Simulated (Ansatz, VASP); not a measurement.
**Cs2Ru in VASP and in Ansatz**

```
Cs Ru
1.0
     6.16422    0.00000    0.00000
    -3.08211    5.33837    0.00000
     0.00000    0.00000    3.30944
Cs Ru
2 1
Direct
  0.33333 0.66667 0.50000
  0.66667 0.33333 0.50000
  0.00000 0.00000 0.00000
```

Alike in both runs: functional PBE; k mesh 12 × 12 × 14; occupations gaussian, width 0.1 eV; no spin polarisation.

Ansatz relaxed the structure, and its values are those at the end. VASP's run is a single point on that final structure, the one shown.

|  | VASP | Ansatz |
| --- | --- | --- |
| version | VASP 6.6.1 | Ansatz 0.2.0 |
| potentials or method | VASP PAW PBE potentials, release 64 (Cs_sv, Ru_pv), cutoff 520 eV | scalar-relativistic, plane waves, PAW |
| valence electrons in the cell | 32 | 34 |

|  | VASP | Ansatz | Ansatz less VASP |
| --- | --- | --- | --- |
| gap on the k mesh at the Fermi level (eV) | none | none | - |
| pressure (GPa) | 0.2 | 0.0 | -0.17 |

A gap of «none» marks a metal or a gap that the smearing closes. VASP's potentials hold 32 valence electrons a cell and Ansatz's 34, so a difference there can come from the potentials and not from the codes.

Spin-orbit coupling is off throughout.
